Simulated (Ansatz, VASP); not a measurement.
One calculation of NaCl, two programs

Contents of INCAR:

```
PREC = Accurate
ENCUT = 520
EDIFF = 1E-6
ISMEAR = 0
SIGMA = 0.05
LREAL = False
LASPH = True
NELM = 80
ALGO = Normal
ISIF = 2
LWAVE = False
LCHARG = True
GGA = PS
LELF = True
LVHAR = True
NBANDS = 14
```

Contents of KPOINTS:

```
Automatic mesh
0
Gamma
  8 8 8
```

The input POSCAR:

```
NaCl
1.0
    0.0000000000      2.9450200000      2.9450200000
    2.9450200000      0.0000000000      2.9450200000
    2.9450200000      2.9450200000      0.0000000000
Na Cl
1 1
Direct
    0.0000000000      0.0000000000      0.0000000000
    0.5000000000      0.5000000000      0.5000000000
```

Input for Ansatz:

```yaml
crystal:
  lattice:
    - [0.0, 2.94502, 2.94502]
    - [2.94502, 0.0, 2.94502]
    - [2.94502, 2.94502, 0.0]
  atoms:
    - { symbol: Na, position: [0.0, 0.0, 0.0] }
    - { symbol: Cl, position: [0.5, 0.5, 0.5] }
basis:
  ecutwfc: 420
kpoints:
  mp_grid: { grid: [8, 8, 8] }
hamiltonian:
  xc: pbesol
scf:
  occupations: { method: gaussian, width: 0.05 }
output:
  forces: true
  stress: true
  eigenvalues: true
  write_density: true
  write_potential: true
  elf: true
  volumetric_format: npy
```

Change from the starting cell: strain +0.040 along x and y, +0.040 along z, atoms carried along.

Alike in both runs: task single point; functional PBEsol; k mesh 8 × 8 × 8; occupations gaussian, width 0.05 eV; no spin polarisation.

|  | VASP | Ansatz |
| --- | --- | --- |
| version | VASP 6.6.1 | Ansatz 0.2.0 |
| potentials or method | VASP PAW PBE potentials, release 64 (Na_pv, Cl), cutoff 520 eV | scalar-relativistic, plane waves, PAW |
| valence electrons in the cell | 14 | 16 |

|  | VASP | Ansatz | Ansatz less VASP |
| --- | --- | --- | --- |
| gap on the k mesh at the Fermi level (eV) | 4.50 | 4.51 | +0.003 |
| least direct gap on the mesh (eV) | 4.50 | 4.51 | +0.003 |
| pressure (GPa) | -2.7 | -2.7 | +0.01 |

VASP's potentials were made for PBE, not for PBEsol. The functional is the same, so the differences come from potentials, cutoffs and numerics. VASP's potentials hold 14 valence electrons a cell and Ansatz's 16, so a difference there can come from the potentials and not from the codes.
